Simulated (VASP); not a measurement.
# GaMo (P-6m2) in VASP: notebook

GaMo is run at these levels: r2SCAN, PBE; tasks: single point, relaxation of cell and atoms.

Everything below comes from runs of VASP 6.6.1. Logs are shortened: lines on timing, memory, paths and dates and some standing lists are left out, and cuts for length are marked.

### Step 1. The cell of the first run

The structure is hexagonal, space group P-6m2 (No. 187). Conventional cell: a = 2.871 Å, b = 2.871 Å, c = 4.376 Å, α = 90.00°, β = 90.00°, γ = 120.00°. Ga (site symmetry -6m2) has 6 Mo at 2.75 Å and 6 Ga at 2.87 Å within 3.6 Å. Mo (site symmetry -6m2) has 6 Ga at 2.75 Å and 6 Mo at 2.87 Å within 3.6 Å.

### Step 2. Single point, r2SCAN

Input file POSCAR:

```
GaMo
1.0
    2.8711388618      0.0000000000      0.0000000000
   -1.4355694309      2.4864791921      0.0000000000
    0.0000000000      0.0000000000      4.3762735460
Ga Mo
1 1
Direct
    0.3333333333      0.6666666667      0.0000000000
    0.0000000000      0.0000000000      0.5000000000
```

Input file INCAR.step1:

```
  PREC = Accurate
  ENCUT = 520
  ISMEAR = 0
  SIGMA = 0.1
  LREAL = False
  LASPH = True
  NELM = 100
  NBANDS = 20
  GGA = PE
  ALGO = Normal
  EDIFF = 1E-4
  LWAVE = True
  LCHARG = False
```

Input file INCAR.step2:

```
  PREC = Accurate
  ENCUT = 520
  EDIFF = 1E-7
  ISMEAR = 0
  SIGMA = 0.1
  LREAL = False
  LASPH = True
  NELM = 100
  ALGO = Normal
  ISIF = 2
  LWAVE = False
  LCHARG = False
  METAGGA = R2SCAN
  LMIXTAU = True
  NBANDS = 20
  ISTART = 1
```

Input file KPOINTS:

```
regular mesh
0
Gamma
  18 18 10
```

Potentials or basis: VASP PAW PBE potentials, release 64 (Ga_d, Mo_sv).

Run with:

```
> cat potpaw_PBE.64/Ga_d/POTCAR potpaw_PBE.64/Mo_sv/POTCAR > POTCAR
> cp INCAR.step1 INCAR
> mpirun -np 1 vasp_std > vasp.out
> cp INCAR.step2 INCAR
> mpirun -np 1 vasp_std > vasp.out
```

OUTCAR:

```text
PREC = Accurate
   ENCUT = 520
   EDIFF = 1E-7
   ISMEAR = 0
   LREAL = False
   LASPH = True
   NELM = 100
   ISIF = 2
   METAGGA = R2SCAN
   ISTART = 1

 ion  position               nearest neighbor table
   1  0.333  0.667  0.000-   2 2.75   2 2.75   2 2.75   2 2.75   2 2.75   2 2.75
   2  0.000  0.000  0.500-   1 2.75   1 2.75   1 2.75   1 2.75   1 2.75   1 2.75

  LATTYP: Found a hexagonal cell.
 ALAT       =     2.8711388618
 C/A-ratio  =     1.5242291497

  Lattice vectors:

 A1 = (   2.8711388618,   0.0000000000,   0.0000000000)
 A2 = (  -1.4355694309,   2.4864791921,   0.0000000000)
 A3 = (   0.0000000000,   0.0000000000,   4.3762735460)

Analysis of symmetry for initial positions (statically):
=====================================================================
 Subroutine PRICEL returns:
 Original cell was already a primitive cell.

 Routine SETGRP: Setting up the symmetry group for a
 hexagonal supercell.

 Subroutine GETGRP returns: Found 12 space group operations
 (whereof 12 operations were pure point group operations)
 out of a pool of 24 trial point group operations.

The static configuration has the point symmetry D_3h.

Analysis of symmetry for dynamics (positions and initial velocities):
=====================================================================
 Subroutine PRICEL returns:
 Original cell was already a primitive cell.

 Routine SETGRP: Setting up the symmetry group for a
 hexagonal supercell.

 Subroutine GETGRP returns: Found 12 space group operations
 (whereof 12 operations were pure point group operations)
 out of a pool of 24 trial point group operations.

The dynamic configuration has the point symmetry D_3h.

 Subroutine INISYM returns: Found 12 space group operations
 (whereof 12 operations are pure point group operations),
 and found     1 'primitive' translations

----------------------------------------------------------------------------------------

                                     Primitive cell

  volume of cell :      31.2423

  direct lattice vectors                    reciprocal lattice vectors
     2.871138862  0.000000000  0.000000000     0.348293847  0.201087546  0.000000000
    -1.435569431  2.486479192  0.000000000     0.000000000  0.402175093  0.000000000
     0.000000000  0.000000000  4.376273546     0.000000000  0.000000000  0.228504912

[... 78 lines left out ...]
   LNONCOLLINEAR =      F non collinear calculations
   LSORBIT =      F    spin-orbit coupling
   LASPH  =      T    aspherical Exc in radial PAW
   ENCUT  =  520.0 eV  38.22 Ry    6.18 a.u.   5.34  5.34  8.14*2*pi/ulx,y,z
   NELM   =    100;   NELMIN=  2; NELMDL=  0     # of ELM steps
   EDIFF  = 0.1E-06   stopping-criterion for ELM
   LREAL  =      F    real-space projection
   EDIFFG = 0.1E-05   stopping-criterion for IOM
   NSW    =      0    number of steps for IOM
   IBRION =     -1    ionic relax: 0-MD 1-quasi-New 2-CG
   NFREE  =      0    steps in history (QN), initial steepest desc. (CG)
   ISIF   =      2    stress and relaxation
   ISYM   =      2    0-nonsym 1-usesym 2-fastsym
   POTIM  = 0.5000    time-step for ionic-motion
   TEBEG  =    0.0;   TEEND  =   0.0 temperature during run
   PSTRESS=    0.0 pullay stress
   NELECT =      27.0000    total number of electrons
   NUPDOWN=      -1.0000    fix difference up-down
   EMIN   =  10.00;   EMAX   =-10.00  energy-range for DOS
   EFERMI =   0.00;   METHOD = LEGACY
   ISMEAR =     0;   SIGMA  =   0.10  broadening in eV -4-tet -1-fermi 0-gaus
   EFERMI_NEDOS =   21; number of points for ismear=-14 and -15
   IALGO  =     38    algorithm
   IMIX   =      4    mixing-type and parameters
     AMIX     =   0.40;   BMIX     =  1.00
     AMIX_MAG =   1.60;   BMIX_MAG =  1.00
  volume/ion in A,a.u.               =      15.62       105.42
  Fermi-wavevector in a.u.,A,eV,Ry     =   1.559367  2.946776 33.084260  2.431625
  Thomas-Fermi vector in A             =   2.662735
   LORBIT       =      0    0 simple, 1 ext, 2 COOP (PROOUT), +10 PAW based schemes
   METAGGA = R2SCAN    functional components
   LHFCALC =     F    Hartree Fock is set to
   AEXX    =    0.0000 exact exchange contribution
   IVDW    =     0    specifies the selected vdW correction
   LEPSILON=     F    determine dielectric tensor
   LRPA    =     F    only Hartree local field effects (RPA)
 non-spin polarized calculation
 Gauss-broadening in eV      SIGMA  =   0.10
  energy-cutoff  :      520.00
  volume of cell :       31.24
 maximum number of plane-waves:       869
 NGX is ok and might be reduce to    24
   NGX = 11   NGY = 11   NGZ = 17

 number of electron      26.9999997 magnetization

 Free energy of the ion-electron system (eV)
  ---------------------------------------------------
  ext. energy  EPLUGINS =         0.00000000
  ---------------------------------------------------
  free energy    TOTEN  =       -37.50827484 eV

  energy without entropy =      -37.50238953  energy(sigma->0) =      -37.50533218

 E-fermi :   9.6889     XC(G=0): -13.9944

 val. band max:        9.6868948004   @ k =   0.2778   0.1111   0.3000
 cond. band min:       9.7008929277   @ k =   0.1667   0.1667   0.4000
 fundamental gap:      0.0139981274
 Fermi energy:         9.6888548278

 k-point     1 :       0.0000    0.0000    0.0000
  band No.  band energies     occupation
      1     -53.2545      2.00000
      2     -26.7544      2.00000
      3     -26.0346      2.00000
      4     -26.0346      2.00000
      5      -5.6182      2.00000
      6      -5.6017      2.00000
[... 541 lines left out ...]
     19      17.2215      0.00000
     20      21.2591      0.00000

 [... further k-points ...]

------------------------ aborting loop because EDIFF is reached ----------------------------------------

  FORCE on cell =-STRESS in cart. coord.  units (eV):
  Direction    XX          YY          ZZ          XY          YZ          ZX
  --------------------------------------------------------------------------------------
  -------------------------------------------------------------------------------------
  Total       -0.6229061     -0.6229061     -0.5499276      0.0000000     -0.0000000      0.0000000
  in kB      -31.9440280    -31.9440280    -28.2015239      0.0000000     -0.0000000      0.0000000
  external PRESSURE =     -30.6965267 kB  Pullay stress =       0.0000000 kB

 VOLUME and BASIS-vectors are now :
 -----------------------------------------------------------------------------
  energy-cutoff  :      520.00
  volume of cell :       31.24
      direct lattice vectors                 reciprocal lattice vectors
     2.871138862  0.000000000  0.000000000     0.348293847  0.201087546  0.000000000
    -1.435569431  2.486479192  0.000000000     0.000000000  0.402175093  0.000000000
     0.000000000  0.000000000  4.376273546     0.000000000  0.000000000  0.228504912

 POSITION                                       TOTAL-FORCE (eV/Angst)
 -----------------------------------------------------------------------------------
     -0.00000      1.65765      0.00000         0.000000     -0.000000      0.000000
      0.00000      0.00000      2.18814        -0.000000      0.000000      0.000000
 -----------------------------------------------------------------------------------
    total drift:                               -0.000007      0.000004     -0.000000

  FREE ENERGIE OF THE ION-ELECTRON SYSTEM (eV)
  ---------------------------------------------------
  free  energy   TOTEN  =       -37.5082748354 eV

  energy  without entropy=      -37.5023895275  energy(sigma->0) =      -37.50533218
```

OUTCAR.step1:

```text
PREC = Accurate
   ENCUT = 520
   ISMEAR = 0
   LREAL = False
   LASPH = True
[... 775 lines left out ...]
     -0.00000      1.65765      0.00000         0.000000      0.000000      0.000000
      0.00000      0.00000      2.18814        -0.000000      0.000000      0.000000
 -----------------------------------------------------------------------------------
    total drift:                               -0.000000      0.000000     -0.000000

  FREE ENERGIE OF THE ION-ELECTRON SYSTEM (eV)
  ---------------------------------------------------
  free  energy   TOTEN  =       -13.8226383121 eV

  energy  without entropy=      -13.8170272914  energy(sigma->0) =      -13.81983280
```

OSZICAR.step1:

```text
N       E                     dE             d eps       ncg     rms          rms(c)
DAV:   1     0.236459994707E+03    0.23646E+03   -0.14940E+04  9736   0.227E+03
DAV:   2    -0.368673006750E+00   -0.23683E+03   -0.23009E+03  9292   0.497E+02
DAV:   3    -0.143700588067E+02   -0.14001E+02   -0.13691E+02 10092   0.106E+02
DAV:   4    -0.145975537480E+02   -0.22749E+00   -0.22707E+00 10160   0.140E+01
DAV:   5    -0.146011855172E+02   -0.36318E-02   -0.36315E-02 10144   0.181E+00    0.128E+01
DAV:   6    -0.139251115438E+02    0.67607E+00   -0.21254E+00  9608   0.109E+01    0.269E+00
DAV:   7    -0.138408055992E+02    0.84306E-01   -0.19844E-01 10780   0.447E+00    0.137E+00
DAV:   8    -0.138242366296E+02    0.16569E-01   -0.38916E-02  9764   0.148E+00    0.454E-01
DAV:   9    -0.138226490719E+02    0.15876E-02   -0.34864E-03 10608   0.656E-01    0.107E-01
DAV:  10    -0.138226383121E+02    0.10760E-04   -0.20959E-04  7868   0.143E-01
   1 F= -.13822638E+02 E0= -.13819833E+02  d E =-.561102E-02
```

It took 6.4 min on 1 thread of Intel Xeon Platinum 8488C (Sapphire Rapids), shared host; peak memory 0.27 GiB.

What came out:

* Free energy: -37.5083 eV
* Pressure: -3.1 GPa
* Band gap on the k mesh: zero (an odd number of electrons rules out a gap without spin polarisation)

Caveat: the cell stands under tension; the PAW data sets were made with another functional, which shifts forces and pressure a little.

### Step 3. Relaxation of cell and atoms, PBE

Input file INCAR:

```
PREC     = Accurate       # precision mode
ENCUT    = 600            # plane-wave cutoff, eV
EDIFF    = 1E-6           # SCF threshold, eV
ISMEAR   = 0              # smearing method
SIGMA    = 0.1            # smearing width, eV
LREAL    = False          # projectors in reciprocal space
LASPH    = True           # aspherical terms in the spheres
NELM     = 60             # most SCF steps
ALGO     = Fast           # electronic algorithm
ISIF     = 3              # what is computed and relaxed
LWAVE    = False          # write WAVECAR
LCHARG   = False          # write CHGCAR
GGA      = PE             # functional
IBRION   = 2              # ionic algorithm
NSW      = 100            # ionic steps
EDIFFG   = -0.01          # ionic threshold
```

Input file KPOINTS:

```
Automatic mesh
0
Gamma
  18 18 10
```

Input file POSCAR:

```
GaMo
1.0
    2.8676860419      0.0000000000      0.0000000000
   -1.4338430209      2.4834889623      0.0000000000
    0.0000000000      0.0000000000      4.3898390165
Ga Mo
1 1
Direct
    0.3333333333      0.6666666667      0.0000000000
    0.0000000000      0.0000000000      0.5000000000
```

Potentials or basis: VASP PAW PBE potentials, release 64 (Ga_d, Mo_sv).

Run with:

```
> cat potpaw_PBE.64/Ga_d/POTCAR potpaw_PBE.64/Mo_sv/POTCAR > POTCAR
> mpirun -np 1 vasp_std > vasp.out
```

Run time: 5.2 min. Hardware: 1 thread of Intel Xeon Platinum 8488C (Sapphire Rapids), shared host; peak memory 0.29 GiB.

Results (log left out):

```
Free energy                           : -13.8225 eV
Relaxed volume                        : 15.65 Å³/atom
Relaxed cell                          : a = 2.872 Å, b = 2.872 Å, c = 4.381 Å, α = 90.00°, β = 90.00°, γ = 120.00°
Space group after relaxing (to 0.1 Å) : P-6m2 (No. 187)
Energy gained by relaxing             : 0.1 meV/atom
Ionic steps                           : 6
Pressure after relaxing               : 0.1 GPa
Band gap on the k mesh                : zero (an odd number of electrons rules out a gap without spin polarisation)
```

Step by step:
```
step  energy change (eV)  largest force (eV/Å)  pressure (GPa)  volume (Å³)
   1              0.0000                0.0000            0.16        31.26
   2             -0.0002                0.0000           -0.18        31.34
   3             -0.0002                0.0000           -0.15        31.33
   4             -0.0002                0.0000           -0.13        31.32
   5             -0.0002                0.0000            0.14        31.27
   6             -0.0002                0.0000            0.05        31.30
```

Final structure:
```
CELL_PARAMETERS angstrom
2.87188 0.00000 0.00000
-1.43594 2.48712 0.00000
0.00000 0.00000 4.38150
ATOMIC_POSITIONS crystal
Ga 0.33333 0.66667 0.00000
Mo 0.00000 0.00000 0.50000
```

Levels at points of the mesh, in eV from the Fermi level:
```csv
k point,band 12,band 13,band 14,band 15,band 16,band 17
"(0.00, 0.00, 0.00)",-1.60,-0.57,-0.57,1.66,1.66,5.31
"(0.50, 0.00, 0.00)",-3.57,-2.97,0.82,3.70,4.26,5.37
"(0.00, 0.00, 0.50)",-2.22,-0.47,-0.47,1.50,1.50,9.34
"(0.50, 0.00, 0.50)",-3.14,-0.24,0.17,0.88,2.79,3.71
```

The gap in the log of VASP goes by the Fermi energy; the results here count the filled bands.